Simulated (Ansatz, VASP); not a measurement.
**TiB: VASP beside Ansatz**

```
Ti B
1.0
     0.00000    2.10100    2.14302
     2.10100    0.00000    2.14302
     2.10100    2.10100    0.00000
Ti B
1 1
Direct
  0.75000 0.75000 0.75000
  0.00000 0.00000 0.00000
```

Change from the starting cell: zz strain of +2 %, crystal datasets.

Alike in both runs: task electric field gradients; functional LDA; k mesh 13 × 13 × 13; occupations fermi-dirac, width 0.05 eV; no spin polarisation.

|  | VASP | Ansatz |
| --- | --- | --- |
| version | VASP 6.6.1 | Ansatz 0.2.0 |
| potentials or method | VASP PAW LDA potentials, release 64 (Ti_sv, B), cutoff 420 eV | all-electron PAW with datasets made for the crystal, scalar-relativistic |

Ansatz gave:

- size of Vzz on the site where it differs most (V/Å²): 0.1

Q: What did VASP give for the same quantities?

A: Size of Vzz on the site where it differs most (V/Å²): 0.2.

LDA's correlation is that of Perdew and Zunger in VASP and of Perdew and Wang (1992) in Ansatz. Ansatz ran all-electron here, and VASP with PAW potentials.

Noted on VASP's run: the cell as given lies far from equilibrium.
